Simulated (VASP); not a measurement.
# K7F8 (a cell with a defect) in VASP: further runs

The runs below take K7F8 (a cell with a defect) through relaxation of the atoms, single point, with PBE.

All numbers are computed with VASP 6.6.1; they aren't measurements. Logs are shortened: lines on timing, memory, paths and dates and some standing lists are left out, and cuts for length are marked.

**1. The cell of the first run**

The cell holds a defect, 15 atoms: a = 7.664 Å, b = 7.664 Å, c = 7.664 Å, α = 60.00°, β = 60.00°, γ = 60.00°.

**2. Relaxation of the atoms, PBE (atoms taken out)**

INCAR reads:

```
ALGO     = Normal         # electronic algorithm
EDIFF    = 1E-7           # SCF threshold, eV
EDIFFG   = -0.02          # ionic threshold
ENCUT    = 520            # plane-wave cutoff, eV
GGA      = PE             # functional
GGA_COMPAT= F            
IBRION   = 2              # ionic algorithm
ISIF     = 2              # what is computed and relaxed
ISMEAR   = 0              # smearing method
KPAR     = 4            
LASPH    = T              # aspherical terms in the spheres
LCHARG   = F              # write CHGCAR
LREAL    = F              # projectors in reciprocal space
LWAVE    = F              # write WAVECAR
NELECT   = 120.0        
NELM     = 120            # most SCF steps
NELMIN   = 4            
NSW      = 70             # ionic steps
PREC     = Accurate       # precision mode
SIGMA    = 0.05           # smearing width, eV
```

KPOINTS reads:

```
k-points
0
Gamma
  4 4 4
```

POSCAR reads:

```
K7F8
1.0
    0.0000000000      5.4191884945     -5.4191884945
    5.4191884945      5.4191884945      0.0000000000
    5.4191884945      0.0000000000     -5.4191884945
K F
7 8
Direct
    0.5000000000      0.0000000000      0.0000000000
    1.0000000000      0.5000000000      0.0000000000
    1.0000000000      0.0000000000      0.0000000000
    0.5000000000      0.5000000000      0.5000000000
    0.5000000000      0.0000000000      0.5000000000
    1.0000000000      0.5000000000      0.5000000000
    1.0000000000      0.0000000000      0.5000000000
    0.2500000000      0.7500000000      0.2500000000
    0.2500000000      0.2500000000      0.2500000000
    0.7500000000      0.7500000000      0.2500000000
    0.7500000000      0.2500000000      0.2500000000
    0.2500000000      0.7500000000      0.7500000000
    0.2500000000      0.2500000000      0.7500000000
    0.7500000000      0.7500000000      0.7500000000
    0.7500000000      0.2500000000      0.7500000000
```

Potentials or basis: VASP PAW PBE potentials, release 64 (K_sv, F).

Run with:

```sh
$ cat potpaw_PBE.64/K_sv/POTCAR potpaw_PBE.64/F/POTCAR > POTCAR
$ mpirun -np 4 vasp_std > vasp.out
```

OUTCAR:

```text
EDIFF = 1E-7
   EDIFFG = -0.02
   ENCUT = 520
   GGA = PE
   IBRION = 2
   ISIF = 2
   ISMEAR = 0
   LASPH = T
   LREAL = F
   NELECT = 120.0
   NELM = 120
   NELMIN = 4
   NSW = 70
   PREC = Accurate

 ion  position               nearest neighbor table
   1  0.500  0.000  0.000-   8 2.71   9 2.71  10 2.71  13 2.71  14 2.71  15 2.71
   2  0.000  0.500  0.000-   9 2.71  10 2.71  11 2.71  12 2.71  13 2.71  14 2.71
   3  0.000  0.000  0.000-   8 2.71  10 2.71  11 2.71  12 2.71  13 2.71  15 2.71
   4  0.500  0.500  0.500-   8 2.71  10 2.71  11 2.71  12 2.71  13 2.71  15 2.71
   5  0.500  0.000  0.500-   9 2.71  10 2.71  11 2.71  12 2.71  13 2.71  14 2.71
   6  0.000  0.500  0.500-   8 2.71   9 2.71  10 2.71  13 2.71  14 2.71  15 2.71
   7  0.000  0.000  0.500-   8 2.71   9 2.71  11 2.71  12 2.71  14 2.71  15 2.71
   8  0.250  0.750  0.250-   1 2.71   3 2.71   4 2.71   6 2.71   7 2.71
   9  0.250  0.250  0.250-   1 2.71   2 2.71   5 2.71   6 2.71   7 2.71
  10  0.750  0.750  0.250-   1 2.71   2 2.71   3 2.71   4 2.71   5 2.71   6 2.71
  11  0.750  0.250  0.250-   2 2.71   3 2.71   4 2.71   5 2.71   7 2.71
  12  0.250  0.750  0.750-   2 2.71   3 2.71   4 2.71   5 2.71   7 2.71
  13  0.250  0.250  0.750-   1 2.71   2 2.71   3 2.71   4 2.71   5 2.71   6 2.71
  14  0.750  0.750  0.750-   1 2.71   2 2.71   5 2.71   6 2.71   7 2.71
  15  0.750  0.250  0.750-   1 2.71   3 2.71   4 2.71   6 2.71   7 2.71

  LATTYP: Found a face centered cubic cell.
 ALAT       =    10.8383769890

  Lattice vectors:

 A1 = (   0.0000000000,   5.4191884945,  -5.4191884945)
 A2 = (   5.4191884945,   5.4191884945,   0.0000000000)
 A3 = (   5.4191884945,   0.0000000000,  -5.4191884945)

Analysis of symmetry for initial positions (statically):
=====================================================================
 Subroutine PRICEL returns:
 Original cell was already a primitive cell.

 Routine SETGRP: Setting up the symmetry group for a
 face centered cubic supercell.

 Subroutine GETGRP returns: Found 48 space group operations
 (whereof  8 operations were pure point group operations)
 out of a pool of 48 trial point group operations.

The static configuration has the point symmetry D_2h.
 The point group associated with its full space group is O_h .

Analysis of symmetry for dynamics (positions and initial velocities):
=====================================================================
 Subroutine PRICEL returns:
 Original cell was already a primitive cell.

 Routine SETGRP: Setting up the symmetry group for a
 face centered cubic supercell.

 Subroutine GETGRP returns: Found 48 space group operations
 (whereof  8 operations were pure point group operations)
 out of a pool of 48 trial point group operations.

The dynamic configuration has the point symmetry D_2h.
 The point group associated with its full space group is O_h .

 Subroutine INISYM returns: Found 48 space group operations
 (whereof  8 operations are pure point group operations),
 and found     1 'primitive' translations

----------------------------------------------------------------------------------------

                                     Primitive cell

  volume of cell :     318.2972

  direct lattice vectors                    reciprocal lattice vectors
     0.000000000  5.419188495 -5.419188495    -0.092264737  0.092264737 -0.092264737
     5.419188495  5.419188495  0.000000000     0.092264737  0.092264737  0.092264737
     5.419188495  0.000000000 -5.419188495     0.092264737 -0.092264737 -0.092264737

  length of vectors
     7.663889866  7.663889866  7.663889866     0.159807212  0.159807212  0.159807212

  position of ions in fractional coordinates (direct lattice)
     0.500000000  0.000000000  0.000000000
     0.000000000  0.500000000  0.000000000
     0.000000000  0.000000000  0.000000000
     0.500000000  0.500000000  0.500000000
     0.500000000  0.000000000  0.500000000
     0.000000000  0.500000000  0.500000000
     0.000000000  0.000000000  0.500000000
     0.250000000  0.750000000  0.250000000
     0.250000000  0.250000000  0.250000000
     0.750000000  0.750000000  0.250000000
     0.750000000  0.250000000  0.250000000
     0.250000000  0.750000000  0.750000000
     0.250000000  0.250000000  0.750000000
     0.750000000  0.750000000  0.750000000
     0.750000000  0.250000000  0.750000000

  ion indices of the primitive-cell ions
   primitive index   ion index
                 1           1
                 2           2
                 3           3
                 4           4
                 5           5
                 6           6
                 7           7
                 8           8
                 9           9
                10          10
                11          11
                12          12
                13          13
                14          14
                15          15

----------------------------------------------------------------------------------------
[... 27 lines left out ...]
  0.000000  0.000000  0.000000      1.000000
  0.250000  0.000000  0.000000      8.000000
  0.500000  0.000000  0.000000      4.000000
  0.250000  0.250000  0.000000      6.000000
  0.500000  0.250000  0.000000     24.000000
 -0.250000  0.250000  0.000000     12.000000
  0.500000  0.500000  0.000000      3.000000
 -0.250000  0.500000  0.250000      6.000000
   k-points           NKPTS =      8   k-points in BZ     NKDIM =      8   number of bands    NBANDS=     72
   number of dos      NEDOS =    301   number of ions     NIONS =     15
   total plane-waves  NPLWV = 216000
   dimension x,y,z NGX =    60 NGY =   60 NGZ =   60
   dimension x,y,z NGXF=   120 NGYF=  120 NGZF=  120
   ions per type =               7   8
   NGX,Y,Z   is equivalent  to a cutoff of  13.02, 13.02, 13.02 a.u.
   NGXF,Y,Z  is equivalent  to a cutoff of  26.03, 26.03, 26.03 a.u.
 SYSTEM =  unknown system
   PREC   = accura    normal or accurate (medium, high low for compatibility)
   ISTART =      0    job   : 0-new  1-cont  2-samecut
   ICHARG =      2    charge: 1-file 2-atom 10-const
   ISPIN  =      1    spin polarized calculation?
   LNONCOLLINEAR =      F non collinear calculations
   LSORBIT =      F    spin-orbit coupling
   LASPH  =      T    aspherical Exc in radial PAW
   ENCUT  =  520.0 eV  38.22 Ry    6.18 a.u.  14.25 14.25 14.25*2*pi/ulx,y,z
   NELM   =    120;   NELMIN=  4; NELMDL= -5     # of ELM steps
   EDIFF  = 0.1E-06   stopping-criterion for ELM
   LREAL  =      F    real-space projection
   EDIFFG = -.2E-01   stopping-criterion for IOM
   NSW    =     70    number of steps for IOM
   IBRION =      2    ionic relax: 0-MD 1-quasi-New 2-CG
   NFREE  =      1    steps in history (QN), initial steepest desc. (CG)
   ISIF   =      2    stress and relaxation
   ISYM   =      2    0-nonsym 1-usesym 2-fastsym
   POTIM  = 0.5000    time-step for ionic-motion
   TEBEG  =    0.0;   TEEND  =   0.0 temperature during run
   PSTRESS=    0.0 pullay stress
   NELECT =     120.0000    total number of electrons
   NUPDOWN=      -1.0000    fix difference up-down
   EMIN   =  10.00;   EMAX   =-10.00  energy-range for DOS
   EFERMI =   0.00;   METHOD = LEGACY
   ISMEAR =     0;   SIGMA  =   0.05  broadening in eV -4-tet -1-fermi 0-gaus
   EFERMI_NEDOS =   21; number of points for ismear=-14 and -15
   IALGO  =     38    algorithm
   IMIX   =      4    mixing-type and parameters
     AMIX     =   0.40;   BMIX     =  1.00
     AMIX_MAG =   1.60;   BMIX_MAG =  1.00
  volume/ion in A,a.u.               =      21.22       143.20
  Fermi-wavevector in a.u.,A,eV,Ry     =   1.182654  2.234892 19.030063  1.398670
  Thomas-Fermi vector in A             =   2.318904
   LORBIT       =      0    0 simple, 1 ext, 2 COOP (PROOUT), +10 PAW based schemes
   GGA     = PE    functional components
   LHFCALC =     F    Hartree Fock is set to
   AEXX    =    0.0000 exact exchange contribution
   IVDW    =     0    specifies the selected vdW correction
   LEPSILON=     F    determine dielectric tensor
   LRPA    =     F    only Hartree local field effects (RPA)
 conjugate gradient relaxation of ions
 non-spin polarized calculation
 Gauss-broadening in eV      SIGMA  =   0.05
  energy-cutoff  :      520.00
  volume of cell :      318.30
 maximum number of plane-waves:      8616
 NGX is ok and might be reduce to    60
   NGX = 29   NGY = 29   NGZ = 29

--------------------------------------- Ionic step        1  -------------------------------------------

 number of electron     119.9999932 magnetization

 Free energy of the ion-electron system (eV)
  ---------------------------------------------------
  ext. energy  EPLUGINS =         0.00000000
  ---------------------------------------------------
  free energy    TOTEN  =       -62.67238896 eV

  energy without entropy =      -62.67238896  energy(sigma->0) =      -62.67238896

------------------------ aborting loop because EDIFF is reached ----------------------------------------

  FORCE on cell =-STRESS in cart. coord.  units (eV):
  Direction    XX          YY          ZZ          XY          YZ          ZX
  --------------------------------------------------------------------------------------
  -------------------------------------------------------------------------------------
  Total        1.9257942      1.9257942      1.9257942      0.0000000     -0.0000000     -0.0000000
  in kB        9.6936578      9.6936578      9.6936578      0.0000000     -0.0000000     -0.0000000
  external PRESSURE =       9.6936578 kB  Pullay stress =       0.0000000 kB
[... 132 lines left out ...]
  energy  without entropy=      -62.8772280263  energy(sigma->0) =      -62.87722803

--------------------------------------- Ionic step        4  -------------------------------------------

 number of electron     120.0000022 magnetization

 Free energy of the ion-electron system (eV)
  ---------------------------------------------------
  ext. energy  EPLUGINS =         0.00000000
  ---------------------------------------------------
  free energy    TOTEN  =       -62.89003846 eV

  energy without entropy =      -62.89003846  energy(sigma->0) =      -62.89003846

 E-fermi :  -2.8449     XC(G=0):  -7.8516

 val. band max:       -3.0882715651   @ k =  -0.2500   0.2500   0.0000
 cond. band min:       2.5668029328   @ k =   0.0000   0.0000   0.0000
 fundamental gap:      5.6550744979
 Fermi energy:        -2.8448878094

 k-point     1 :       0.0000    0.0000    0.0000
  band No.  band energies     occupation
      1     -29.8386      2.00000
      2     -29.7845      2.00000
      3     -29.7845      2.00000
      4     -29.7845      2.00000
      5     -29.7669      2.00000
      6     -29.7669      2.00000
[... 631 lines left out ...]
  FREE ENERGIE OF THE ION-ELECTRON SYSTEM (eV)
  ---------------------------------------------------
  free  energy   TOTEN  =       -62.8900384568 eV

  energy  without entropy=      -62.8900384568  energy(sigma->0) =      -62.89003846

 reached required accuracy - stopping structural energy minimisation
```

Run time: 3.3 min. Hardware: 4 MPI ranks of AMD EPYC 9R45 (Zen 5), shared host; peak memory 0.59 GiB.

What came out:

```yaml
Free_energy: -62.8900 eV
Energy_gained_by_relaxing: 14.5 meV/atom
Ionic_steps: 4
Largest_force_after_relaxing: 0.016 eV/Å
```

Forces in eV/Å, atoms in the order of the input:
```
K    0.000  0.000  0.000
K    0.000  0.000  0.000
K    0.000  0.000  0.000
K    0.000  0.000  0.000
K    0.000  0.000  0.000
K    0.000  0.000  0.000
K    0.000  0.000  0.000
F   -0.016  0.000  0.000
F    0.000  0.016  0.000
F    0.000  0.000  0.000
F    0.000  0.000  0.016
F    0.000  0.000 -0.016
F    0.000  0.000  0.000
F    0.000 -0.016  0.000
F    0.016  0.000  0.000
```

The path:
| step | energy change (eV) | largest force (eV/Å) | pressure (GPa) |
| --- | --- | --- | --- |
| 1 | 0.0000 | 0.5254 | 0.97 |
| 2 | -0.0731 | 0.4353 | 1.06 |
| 3 | -0.2048 | 0.1364 | 1.36 |
| 4 | -0.2176 | 0.0159 | 1.53 |

Final structure:
```
K F
1.0
     0.00000    5.41919   -5.41919
     5.41919    5.41919    0.00000
     5.41919    0.00000   -5.41919
K F
7 8
Direct
  0.50000 0.00000 0.00000
  0.00000 0.50000 0.00000
  0.00000 0.00000 0.00000
  0.50000 0.50000 0.50000
  0.50000 0.00000 0.50000
  0.00000 0.50000 0.50000
  0.00000 0.00000 0.50000
  0.23745 0.76255 0.26255
  0.23745 0.23745 0.26255
  0.75000 0.75000 0.25000
  0.76255 0.23745 0.26255
  0.23745 0.76255 0.73745
  0.25000 0.25000 0.75000
  0.76255 0.76255 0.73745
  0.76255 0.23745 0.73745
```

Caveat: the cell carries a net charge on a neutralising background, which shifts energy and pressure; the cell differs from its parent crystal (atoms taken out); the cell is charged against a uniform background, so pressure and absolute levels hang on convention.

**3. Relaxation of the atoms, PBE**

INCAR reads:

```
PREC     = Accurate       # precision mode
ENCUT    = 520            # plane-wave cutoff, eV
EDIFF    = 1E-7           # SCF threshold, eV
ISMEAR   = 0              # smearing method
SIGMA    = 0.05           # smearing width, eV
LREAL    = False          # projectors in reciprocal space
LASPH    = True           # aspherical terms in the spheres
NELM     = 120            # most SCF steps
ALGO     = Normal         # electronic algorithm
ISIF     = 2              # what is computed and relaxed
LWAVE    = False          # write WAVECAR
LCHARG   = False          # write CHGCAR
GGA      = PE             # functional
IBRION   = 2              # ionic algorithm
NSW      = 70             # ionic steps
EDIFFG   = -0.02          # ionic threshold
NELECT   = 120.0        
GGA_COMPAT= False        
NELMIN   = 4            
KPAR     = 4
```

KPOINTS reads:

```
Automatic mesh
0
Gamma
  4 4 4
```

Changes to POSCAR since step 2:

```diff
@@ -8,3 +8,3 @@
 Direct
-    0.5000000000      0.0000000000      0.0000000000
+    0.5000000000     -0.5000000000      0.0000000000
     1.0000000000      0.5000000000      0.0000000000
```

Potentials or basis: VASP PAW PBE potentials, release 64 (K_sv, F).

Run with:

```sh
$ cat potpaw_PBE.64/K_sv/POTCAR potpaw_PBE.64/F/POTCAR > POTCAR
$ mpirun -np 4 vasp_std > vasp.out
```

Wall time 6.5 min (4 MPI ranks of Intel Xeon Platinum 8259CL at 2.50GHz (Skylake/Cascade Lake), shared host); peak memory 0.61 GiB.

The run converged. Its results:

```yaml
Free_energy: -62.8900 eV
Energy_gained_by_relaxing: 14.5 meV/atom
Ionic_steps: 4
Largest_force_after_relaxing: 0.016 eV/Å
```

Forces in eV/Å, atoms in the order of the input:
```
K    0.000  0.000  0.000
K    0.000  0.000  0.000
K    0.000  0.000  0.000
K    0.000  0.000  0.000
K    0.000  0.000  0.000
K    0.000  0.000  0.000
K    0.000  0.000  0.000
F    0.000  0.016  0.000
F   -0.016  0.000  0.000
F    0.000  0.000  0.016
F    0.000  0.000  0.000
F    0.000  0.000  0.000
F    0.000  0.000 -0.016
F    0.016  0.000  0.000
F    0.000 -0.016  0.000
```

Step by step:
| step | energy change (eV) | largest force (eV/Å) | pressure (GPa) |
| --- | --- | --- | --- |
| 1 | 0.0000 | 0.5254 | 0.97 |
| 2 | -0.0731 | 0.4353 | 1.06 |
| 3 | -0.2048 | 0.1364 | 1.36 |
| 4 | -0.2176 | 0.0159 | 1.53 |

Final structure:
```xyz
15
Lattice="0.0000 5.4192 -5.4192 5.4192 5.4192 0.0000 5.4192 0.0000 -5.4192" Properties=species:S:1:pos:R:3 pbc="T T T"
K     2.7096    5.4192   -2.7096
K     2.7096    2.7096    0.0000
K     5.4192    5.4192    0.0000
K     5.4192    5.4192   -5.4192
K     8.1288    8.1288   -5.4192
K     5.4192    2.7096   -2.7096
K     8.1288    5.4192   -2.7096
F     5.4192    5.2831   -2.7096
F     2.8457    2.7096   -2.7096
F     5.4192    8.1288   -5.5553
F     2.7096    5.4192   -5.4192
F     8.1288    5.4192   -5.4192
F     5.4192    2.7096   -5.2831
F     7.9927    8.1288   -8.1288
F     5.4192    5.5553   -8.1288
```

Levels at points of the mesh, in eV from the Fermi level:
| k point | band 56 | band 57 | band 58 | band 59 | band 60 | band 61 | band 62 | band 63 | band 64 | band 65 |
| --- | --- | --- | --- | --- | --- | --- | --- | --- | --- | --- |
| (0.00, 0.00, 0.00) | -0.41 | -0.41 | -0.26 | -0.26 | -0.26 | 5.41 | 7.84 | 7.84 | 7.84 | 8.25 |
| (0.50, 0.00, 0.00) | -0.50 | -0.49 | -0.49 | -0.24 | -0.24 | 6.79 | 6.89 | 8.36 | 8.46 | 8.51 |
| (0.50, 0.50, 0.00) | -0.41 | -0.41 | -0.36 | -0.30 | -0.30 | 7.06 | 7.16 | 8.25 | 8.25 | 8.39 |

Caveat: the cell carries a net charge on a neutralising background, which shifts energy and pressure; the cell is charged against a uniform background, so pressure and absolute levels hang on convention.

**4. Single point, PBE**

INCAR reads:

```
PREC = Accurate
ENCUT = 520
EDIFF = 1E-6
ISMEAR = 0
SIGMA = 0.05
LREAL = F
LASPH = T
NELM = 120
ALGO = Normal
ISIF = 2
LWAVE = F
LCHARG = T
GGA = PE
LELF = T
LVHAR = T
NELECT = 120.0
NBANDS = 72
GGA_COMPAT = F
```

KPOINTS reads:

```
regular mesh
0
Gamma
  6 6 6
```

POSCAR reads:

```
K7F8
1.0
    0.0000000000      5.4191884945     -5.4191884945
    5.4191884945      5.4191884945      0.0000000000
    5.4191884945      0.0000000000     -5.4191884945
K F
7 8
Direct
    0.5000000000     -0.5000000000      0.0000000000
    1.0000000000      0.5000000000      0.0000000000
    1.0000000000      0.0000000000      0.0000000000
    0.5000000000      0.5000000000      0.5000000000
    0.5000000000      0.0000000000      0.5000000000
    1.0000000000      0.5000000000      0.5000000000
    1.0000000000      0.0000000000      0.5000000000
    0.2374932372      0.7374932372      0.2625067628
    0.2374932372      0.2625067628      0.2625067628
    0.7625067628      0.7374932372      0.2625067628
    0.7500000000      0.2500000000      0.2500000000
    0.2500000000      0.7500000000      0.7500000000
    0.2374932372      0.2625067628      0.7374932372
    0.7625067628      0.7374932372      0.7374932372
    0.7625067628      0.2625067628      0.7374932372
```

Run with:

```sh
$ cat potpaw_PBE.64/K_sv/POTCAR potpaw_PBE.64/F/POTCAR > POTCAR
$ mpirun -np 1 vasp_std > vasp.out
```

It took 16 min on 1 thread of Intel Xeon Platinum 8259CL at 2.50GHz (Skylake/Cascade Lake), shared host; peak memory 0.61 GiB.

It converged, with:

| Item | Value |
| --- | --- |
| Free energy | -62.8904 eV |
| Largest force | 0.013 eV/Å |

Forces on the atoms (eV/Å):
```
K    0.000  0.000  0.000
K    0.000  0.000  0.000
K    0.000  0.000  0.000
K    0.000  0.000  0.000
K    0.000  0.000  0.000
K    0.000  0.000  0.000
K    0.000  0.000  0.000
F    0.000  0.013  0.000
F   -0.013  0.000  0.000
F    0.000  0.000  0.013
F    0.000  0.000  0.000
F    0.000  0.000  0.000
F    0.000  0.000 -0.013
F    0.013  0.000  0.000
F    0.000 -0.013  0.000
```

Levels at points of the mesh, in eV from the Fermi level:
```
           k point  band 56  band 57  band 58  band 59  band 60  band 61  band 62  band 63  band 64  band 65
(0.00, 0.00, 0.00)    -0.42    -0.42    -0.26    -0.26    -0.26     5.41     7.84     7.84     7.84     8.25
(0.50, 0.00, 0.00)    -0.50    -0.49    -0.49    -0.24    -0.24     6.79     6.89     8.36     8.46     8.51
(0.50, 0.50, 0.00)    -0.41    -0.41    -0.36    -0.30    -0.30     7.06     7.16     8.25     8.25     8.39
```

Caveat: the cell carries a net charge on a neutralising background, which shifts energy and pressure; the cell is charged against a uniform background, so pressure and absolute levels hang on convention.
